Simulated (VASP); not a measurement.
# LiC2 (P4/mmm) in VASP: further runs

The runs below take LiC2 through single point, relaxation of cell and atoms, with PBE.

All numbers are computed with VASP 6.6.1; they aren't measurements. Logs are shortened: lines on timing, memory, paths and dates and some standing lists are left out, and cuts for length are marked.

**1. The cell of the first run**

It takes space group P4/mmm (No. 123, tetragonal). Conventional cell: a = 4.360 Å, b = 4.360 Å, c = 1.373 Å, α = 90.00°, β = 90.00°, γ = 90.00°. Within 1.8 Å of Li (site symmetry 4/mmm) lie 2 Li at 1.37 Å. Within 1.8 Å of C (site symmetry mmm) lie 2 C at 1.37 Å.

**2. Single point, PBE, collinear spin, zero start (atoms taken out)**

The input, INCAR:

```
ALGO = Normal
EDIFF = 1E-6
ENCUT = 520
GGA = PE
ISIF = 2
ISMEAR = 0
ISPIN = 2
LASPH = True
LCHARG = False
LORBIT = 11
LREAL = False
LWAVE = False
MAGMOM = 0 0 0
NBANDS = 16
NELM = 150
PREC = Accurate
SIGMA = 0.1
```

The input, KPOINTS:

```
k-points
0
Gamma
  4 4 12
```

The input, POSCAR:

```
LiC2
1.0
    4.3602951834      0.0000000000      0.0000000000
    0.0000000000      4.3602951834      0.0000000000
    0.0000000000      0.0000000000      1.3730913654
Li C
1 2
Direct
    0.0000000000      0.0000000000      0.0000000000
    0.5000000000      0.0000000000      0.0000000000
    0.0000000000      0.5000000000      0.0000000000
```

Potentials or basis: VASP PAW PBE potentials, release 64 (Li_sv, C).

Command:

```console
$ cat potpaw_PBE.64/Li_sv/POTCAR potpaw_PBE.64/C/POTCAR > POTCAR
$ mpirun -np 1 vasp_std > vasp.out
```

OUTCAR:

```text
EDIFF = 1E-6
   ENCUT = 520
   GGA = PE
   ISIF = 2
   ISMEAR = 0
   ISPIN = 2
   LASPH = True
   LORBIT = 11
   LREAL = False
   NELM = 150
   PREC = Accurate

 ion  position               nearest neighbor table
   1  0.000  0.000  0.000-   2 2.18   3 2.18   3 2.18   2 2.18
   2  0.500  0.000  0.000-   1 2.18   1 2.18
   3  0.000  0.500  0.000-   1 2.18   1 2.18

  LATTYP: Found a simple tetragonal cell.
 ALAT       =     4.3602951834
 C/A-ratio  =     0.3149078922

  Lattice vectors:

 A1 = (   4.3602951834,   0.0000000000,   0.0000000000)
 A2 = (   0.0000000000,   4.3602951834,   0.0000000000)
 A3 = (   0.0000000000,   0.0000000000,   1.3730913654)

Analysis of symmetry for initial positions (statically):
=====================================================================
 Subroutine PRICEL returns:
 Original cell was already a primitive cell.

 Routine SETGRP: Setting up the symmetry group for a
 simple tetragonal supercell.

 Subroutine GETGRP returns: Found 16 space group operations
 (whereof 16 operations were pure point group operations)
 out of a pool of 16 trial point group operations.

The static configuration has the point symmetry D_4h.

Analysis of symmetry for dynamics (positions and initial velocities):
=====================================================================
 Subroutine PRICEL returns:
 Original cell was already a primitive cell.

 Routine SETGRP: Setting up the symmetry group for a
 simple tetragonal supercell.

 Subroutine GETGRP returns: Found 16 space group operations
 (whereof 16 operations were pure point group operations)
 out of a pool of 16 trial point group operations.

The dynamic configuration has the point symmetry D_4h.

Analysis of structural, dynamic, and magnetic symmetry:
=====================================================================
 Subroutine PRICEL returns:
 Original cell was already a primitive cell.

 Routine SETGRP: Setting up the symmetry group for a
 simple tetragonal supercell.

 Subroutine GETGRP returns: Found 16 space group operations
 (whereof 16 operations were pure point group operations)
 out of a pool of 16 trial point group operations.

The overall configuration has the point symmetry D_4h.

 Subroutine INISYM returns: Found 16 space group operations
 (whereof 16 operations are pure point group operations),
 and found     1 'primitive' translations

----------------------------------------------------------------------------------------

                                     Primitive cell

  volume of cell :      26.1055

  direct lattice vectors                    reciprocal lattice vectors
     4.360295183  0.000000000  0.000000000     0.229342271  0.000000000  0.000000000
     0.000000000  4.360295183  0.000000000     0.000000000  0.229342271  0.000000000
     0.000000000  0.000000000  1.373091365     0.000000000  0.000000000  0.728283656

  length of vectors
     4.360295183  4.360295183  1.373091365     0.229342271  0.229342271  0.728283656

  position of ions in fractional coordinates (direct lattice)
     0.000000000  0.000000000  0.000000000
     0.500000000  0.000000000  0.000000000
     0.000000000  0.500000000  0.000000000

  ion indices of the primitive-cell ions
   primitive index   ion index
                 1           1
                 2           2
                 3           3

----------------------------------------------------------------------------------------

 KPOINTS: k-points

Automatic generation of k-mesh.
 Grid dimensions read from file:
 generate k-points for:    4    4   12

 Generating k-lattice:

  Cartesian coordinates                     Fractional coordinates (reciprocal lattice)
     0.057335568  0.000000000  0.000000000     0.250000000  0.000000000  0.000000000
     0.000000000  0.057335568  0.000000000     0.000000000  0.250000000  0.000000000
     0.000000000  0.000000000  0.060690305     0.000000000  0.000000000  0.083333333

  Length of vectors
     0.057335568  0.057335568  0.060690305

  Shift w.r.t. Gamma in fractional coordinates (k-lattice)
     0.000000000  0.000000000  0.000000000

 Subroutine IBZKPT returns following result:
 ===========================================

 Found     42 irreducible k-points:

 Following reciprocal coordinates:
            Coordinates               Weight
  0.000000  0.000000  0.000000      1.000000
  0.250000  0.000000  0.000000      4.000000
  0.500000  0.000000  0.000000      2.000000
  0.250000  0.250000  0.000000      4.000000
  0.500000  0.250000  0.000000      4.000000
  0.500000  0.500000  0.000000      1.000000
[... 16 lines left out ...]
  0.500000  0.250000  0.250000      8.000000
  0.500000  0.500000  0.250000      2.000000
 [... further k-points ...]
   k-points           NKPTS =     42   k-points in BZ     NKDIM =     42   number of bands    NBANDS=     16
   number of dos      NEDOS =    301   number of ions     NIONS =      3
   total plane-waves  NPLWV =  10240
   dimension x,y,z NGX =    32 NGY =   32 NGZ =   10
   dimension x,y,z NGXF=    64 NGYF=   64 NGZF=   20
   ions per type =               1   2
   NGX,Y,Z   is equivalent  to a cutoff of  12.20, 12.20, 12.11 a.u.
   NGXF,Y,Z  is equivalent  to a cutoff of  24.40, 24.40, 24.21 a.u.
 SYSTEM =  unknown system
   PREC   = accura    normal or accurate (medium, high low for compatibility)
   ISTART =      0    job   : 0-new  1-cont  2-samecut
   ICHARG =      2    charge: 1-file 2-atom 10-const
   ISPIN  =      2    spin polarized calculation?
   LNONCOLLINEAR =      F non collinear calculations
   LSORBIT =      F    spin-orbit coupling
   LASPH  =      T    aspherical Exc in radial PAW
   ENCUT  =  520.0 eV  38.22 Ry    6.18 a.u.   8.11  8.11  2.55*2*pi/ulx,y,z
   NELM   =    150;   NELMIN=  2; NELMDL= -5     # of ELM steps
   EDIFF  = 0.1E-05   stopping-criterion for ELM
   LREAL  =      F    real-space projection
   EDIFFG = 0.1E-04   stopping-criterion for IOM
   NSW    =      0    number of steps for IOM
   IBRION =     -1    ionic relax: 0-MD 1-quasi-New 2-CG
   NFREE  =      0    steps in history (QN), initial steepest desc. (CG)
   ISIF   =      2    stress and relaxation
   ISYM   =      2    0-nonsym 1-usesym 2-fastsym
   POTIM  = 0.5000    time-step for ionic-motion
   TEBEG  =    0.0;   TEEND  =   0.0 temperature during run
   PSTRESS=    0.0 pullay stress
   NELECT =      11.0000    total number of electrons
   NUPDOWN=      -1.0000    fix difference up-down
   EMIN   =  10.00;   EMAX   =-10.00  energy-range for DOS
   EFERMI =   0.00;   METHOD = LEGACY
   ISMEAR =     0;   SIGMA  =   0.10  broadening in eV -4-tet -1-fermi 0-gaus
   EFERMI_NEDOS =   21; number of points for ismear=-14 and -15
   IALGO  =     38    algorithm
   IMIX   =      4    mixing-type and parameters
     AMIX     =   0.40;   BMIX     =  1.00
     AMIX_MAG =   1.60;   BMIX_MAG =  1.00
  volume/ion in A,a.u.               =       8.70        58.72
  Fermi-wavevector in a.u.,A,eV,Ry     =   1.227332  2.319321 20.495045  1.506343
  Thomas-Fermi vector in A             =   2.362299
   LORBIT       =     11    0 simple, 1 ext, 2 COOP (PROOUT), +10 PAW based schemes
   GGA     = PE    functional components
   LHFCALC =     F    Hartree Fock is set to
   AEXX    =    0.0000 exact exchange contribution
   IVDW    =     0    specifies the selected vdW correction
   LEPSILON=     F    determine dielectric tensor
   LRPA    =     F    only Hartree local field effects (RPA)
 spin polarized calculation
 Gauss-broadening in eV      SIGMA  =   0.10
  energy-cutoff  :      520.00
  volume of cell :       26.11
 maximum number of plane-waves:       729
   NGX = 17   NGY = 17   NGZ =  5

 number of electron      11.0000013 magnetization      -0.0000063

 number of electron      11.0000013 magnetization       0.0000007

 Free energy of the ion-electron system (eV)
  ---------------------------------------------------
  ext. energy  EPLUGINS =         0.00000000
  ---------------------------------------------------
  free energy    TOTEN  =       -16.06464285 eV

  energy without entropy =      -16.05956572  energy(sigma->0) =      -16.06210428

 E-fermi :   5.1843     XC(G=0): -10.1529

 val. band max:        5.1197045251   @ k =   0.2500   0.2500   0.2500
 cond. band min:       5.3355005669   @ k =   0.5000   0.0000   0.3333
 fundamental gap:      0.2157960418
 Fermi energy:         5.1843173368

 spin component 1

 k-point     1 :       0.0000    0.0000    0.0000
  band No.  band energies     occupation
      1     -47.6165      1.00000
      2     -12.3934      1.00000
      3     -11.1051      1.00000
      4      -3.2649      1.00000
      5      -3.2649      1.00000
      6       0.3458      1.00000
[... 8 lines left out ...]
     15      22.8603      0.00000
     16      29.4807      0.00000
[... 419 lines left out ...]
 k-point    24 :       0.5000    0.5000    0.2500
  band No.  band energies     occupation
      1     -46.0281      1.00000
      2      -8.9062      1.00000
      3      -8.9062      1.00000
      4       0.8310      1.00000
      5       2.4486      1.00000
      6       4.4069      1.00000
[... 8 lines left out ...]
     15      22.7458      0.00000
     16      26.2168      0.00000

 [... further k-points ...]

 spin component 2

 k-point     1 :       0.0000    0.0000    0.0000
  band No.  band energies     occupation
      1     -47.6165      1.00000
      2     -12.3934      1.00000
      3     -11.1051      1.00000
      4      -3.2649      1.00000
      5      -3.2649      1.00000
      6       0.3458      1.00000
[... 8 lines left out ...]
     15      22.8603      0.00000
     16      29.4807      0.00000
[... 419 lines left out ...]
 k-point    24 :       0.5000    0.5000    0.2500
  band No.  band energies     occupation
      1     -46.0281      1.00000
      2      -8.9062      1.00000
      3      -8.9062      1.00000
      4       0.8310      1.00000
      5       2.4486      1.00000
      6       4.4069      1.00000
[... 8 lines left out ...]
     15      22.7458      0.00000
     16      26.2168      0.00000

 [... further k-points ...]

------------------------ aborting loop because EDIFF is reached ----------------------------------------

  FORCE on cell =-STRESS in cart. coord.  units (eV):
  Direction    XX          YY          ZZ          XY          YZ          ZX
  --------------------------------------------------------------------------------------
  -------------------------------------------------------------------------------------
  Total       -0.0019116     -0.0019116     -0.1479579      0.0000000      0.0000000     -0.0000000
  in kB       -0.1173197     -0.1173197     -9.0806618      0.0000000      0.0000000     -0.0000000
  external PRESSURE =      -3.1051004 kB  Pullay stress =       0.0000000 kB

 VOLUME and BASIS-vectors are now :
 -----------------------------------------------------------------------------
  energy-cutoff  :      520.00
  volume of cell :       26.11
      direct lattice vectors                 reciprocal lattice vectors
     4.360295183  0.000000000  0.000000000     0.229342271  0.000000000  0.000000000
     0.000000000  4.360295183  0.000000000     0.000000000  0.229342271  0.000000000
     0.000000000  0.000000000  1.373091365     0.000000000  0.000000000  0.728283656

 POSITION                                       TOTAL-FORCE (eV/Angst)
 -----------------------------------------------------------------------------------
      0.00000      0.00000      0.00000         0.000000      0.000000      0.000000
      2.18015      0.00000      0.00000         0.000000      0.000000      0.000000
      0.00000      2.18015      0.00000         0.000000      0.000000      0.000000
 -----------------------------------------------------------------------------------
    total drift:                                0.000000      0.000000     -0.000000

  FREE ENERGIE OF THE ION-ELECTRON SYSTEM (eV)
  ---------------------------------------------------
  free  energy   TOTEN  =       -16.0646428506 eV

  energy  without entropy=      -16.0595657192  energy(sigma->0) =      -16.06210428

 total charge

# of ion       s       p       d       tot
------------------------------------------
    1        2.045   0.126   0.000   2.171
    2        0.813   1.718   0.000   2.532
    3        0.813   1.718   0.000   2.532
--------------------------------------------------
tot          3.672   3.563   0.000   7.234

 magnetization (x)

# of ion       s       p       d       tot
------------------------------------------
    1        0.000   0.000   0.000   0.000
    2        0.000  -0.000   0.000  -0.000
    3        0.000  -0.000   0.000  -0.000
--------------------------------------------------
tot          0.000  -0.000   0.000  -0.000
```

Wall time 33 s (1 thread of Intel Xeon 8259CL, shared host); peak memory 0.14 GiB.

Results:

```
Free energy                                           : -16.0646 eV
Net moment                                            : 0.00 μB per cell
Valence electrons inside the program's atomic spheres : Li 2.17; C 2.53
```

Levels at points of the mesh, in eV from the Fermi level:
Spin up:
```tsv
k point	band 4	band 5	band 6	band 7	band 8	band 9	band 10	band 11
(0.00, 0.00, 0.00)	-8.45	-8.45	-4.84	-4.84	4.12	5.23	7.03	8.31
(0.50, 0.00, 0.00)	-8.00	-7.10	-5.87	-5.70	3.38	7.08	7.28	7.48
(0.50, 0.50, 0.00)	-8.68	-7.40	-5.25	-3.96	2.45	2.45	9.92	10.67
(0.00, 0.00, 0.50)	3.15	4.87	5.62	6.41	6.41	8.44	8.44	15.62
(0.50, 0.00, 0.50)	3.67	3.83	5.17	6.66	7.29	8.11	8.22	16.26
(0.50, 0.50, 0.50)	3.80	3.80	4.74	6.22	7.26	7.98	8.90	16.62
```
Spin down:
```csv
k point,band 4,band 5,band 6,band 7,band 8,band 9,band 10,band 11
"(0.00, 0.00, 0.00)",-8.45,-8.45,-4.84,-4.84,4.12,5.23,7.03,8.31
"(0.50, 0.00, 0.00)",-8.00,-7.10,-5.87,-5.70,3.38,7.08,7.28,7.48
"(0.50, 0.50, 0.00)",-8.68,-7.40,-5.25,-3.96,2.44,2.44,9.92,10.67
"(0.00, 0.00, 0.50)",3.15,4.87,5.62,6.41,6.41,8.44,8.44,15.62
"(0.50, 0.00, 0.50)",3.67,3.83,5.17,6.66,7.29,8.11,8.22,16.26
"(0.50, 0.50, 0.50)",3.80,3.80,4.74,6.22,7.26,7.98,8.90,16.62
```

Caveat: the k points lie up to 0.38 Å⁻¹ apart; the cell differs from its parent crystal (atoms taken out); the cutoff is under 1.25 times the usual one of these potentials, so pressure, stress and relaxed cells hold a basis-set (Pulay) error; atoms lie so close that the PAW spheres overlap strongly, which falsifies energies and pressures.

**3. Relaxation of cell and atoms, PBE, collinear spin, zero start (atoms taken out)**

The input, INCAR:

```
SYSTEM = LiC2
PREC = Accurate
ENCUT = 600
EDIFF = 1E-6
ISMEAR = 0
SIGMA = 0.1
LREAL = .False.
LASPH = .True.
NELM = 150
ALGO = Normal
ISIF = 3
LWAVE = .False.
LCHARG = .False.
ISPIN = 2
MAGMOM = 0 0 0
LORBIT = 11
GGA = PE
IBRION = 2
NSW = 90
EDIFFG = -0.04
```

The input, KPOINTS:

```
Automatic mesh
0
Gamma
  4 4 12
  0 0 0
```

The input, POSCAR:

```
LiC2
1.0
    4.1786090397      0.0000000000      0.0000000000
    0.0000000000      4.1786090397      0.0000000000
    0.0000000000      0.0000000000      1.3834247486
Li C
1 2
Direct
    0.0000000000      0.0000000000      0.0000000000
    0.5000000000      0.0000000000      0.0000000000
    0.0000000000      0.5000000000      0.0000000000
```

Potentials or basis: VASP PAW PBE potentials, release 64 (Li_sv, C).

Command:

```console
$ cat potpaw_PBE.64/Li_sv/POTCAR potpaw_PBE.64/C/POTCAR > POTCAR
$ mpirun -np 1 vasp_std > vasp.out
```

Wall time 99 s (1 thread of Intel Xeon 8259CL, shared host); peak memory 0.16 GiB.

Results (log left out):

```
Free energy                                           : -16.0651 eV
Relaxed volume                                        : 8.68 Å³/atom
Relaxed cell                                          : a = 4.358 Å, b = 4.358 Å, c = 1.372 Å, α = 90.00°, β = 90.00°, γ = 90.00°
Space group after relaxing (to 0.1 Å)                 : P4/mmm (No. 123)
Energy gained by relaxing                             : 25.5 meV/atom
Ionic steps                                           : 7
Pressure after relaxing                               : 0.1 GPa
Net moment                                            : 0.00 μB per cell
Valence electrons inside the program's atomic spheres : Li 2.17; C 2.54
```

The path:
| step | energy change (eV) | largest force (eV/Å) | pressure (GPa) | volume (Å³) |
| --- | --- | --- | --- | --- |
| 1 | 0.0000 | 0.0000 | 2.40 | 24.16 |
| 2 | 0.0209 | 0.0000 | 15.90 | 24.55 |
| 3 | -0.0399 | 0.0000 | 7.88 | 24.34 |
| 4 | -0.0752 | 0.0000 | 0.53 | 25.75 |
| 5 | -0.0759 | 0.0000 | -0.55 | 26.00 |
| 6 | -0.0752 | 0.0000 | 0.94 | 26.11 |
| 7 | -0.0764 | 0.0000 | 0.07 | 26.04 |

Final structure:
```cif
data_structure
_symmetry_space_group_name_H-M 'P 1'
_symmetry_Int_Tables_number 1
_cell_length_a 4.3575
_cell_length_b 4.3575
_cell_length_c 1.3716
_cell_angle_alpha 90.000
_cell_angle_beta 90.000
_cell_angle_gamma 90.000
_cell_volume 26.04
loop_
_atom_site_label
_atom_site_type_symbol
_atom_site_fract_x
_atom_site_fract_y
_atom_site_fract_z
_atom_site_occupancy
Li1 Li 0.00000 0.00000 0.00000 1
C1 C 0.50000 0.00000 0.00000 1
C2 C 0.00000 0.50000 0.00000 1
```

Levels at points of the mesh, in eV from the Fermi level:
Spin up:
| k point | band 4 | band 5 | band 6 | band 7 | band 8 | band 9 |
| --- | --- | --- | --- | --- | --- | --- |
| (0.00, 0.00, 0.00) | -8.47 | -8.47 | -4.85 | -4.85 | 4.13 | 5.22 |
| (0.50, 0.00, 0.00) | -8.02 | -7.12 | -5.89 | -5.72 | 3.37 | 7.20 |
| (0.50, 0.50, 0.00) | -8.70 | -7.41 | -5.26 | -3.97 | 2.44 | 2.44 |
| (0.00, 0.00, 0.50) | 3.19 | 4.91 | 5.62 | 6.43 | 6.43 | 8.47 |
| (0.50, 0.00, 0.50) | 3.70 | 3.87 | 5.18 | 6.68 | 7.32 | 8.13 |
| (0.50, 0.50, 0.50) | 3.84 | 3.84 | 4.74 | 6.24 | 7.28 | 8.00 |
Spin down:
```
           k point  band 5  band 6  band 7  band 8  band 9
(0.00, 0.00, 0.00)   -8.47   -4.85   -4.85    4.13    5.22
(0.50, 0.00, 0.00)   -7.12   -5.89   -5.72    3.37    7.48
(0.50, 0.50, 0.00)   -7.41   -5.26   -3.97    2.44    2.44
(0.00, 0.00, 0.50)    4.91    5.62    6.43    6.43    8.47
(0.50, 0.00, 0.50)    3.87    5.18    6.68    7.32    8.13
(0.50, 0.50, 0.50)    3.84    4.74    6.24    7.28    8.00
```

Caveat: the k points lie up to 0.38 Å⁻¹ apart in the final cell; the cell differs from its parent crystal (atoms taken out); the cutoff is under 1.25 times the usual one of these potentials, so pressure, stress and relaxed cells hold a basis-set (Pulay) error; atoms lie so close that the PAW spheres overlap strongly, which falsifies energies and pressures.
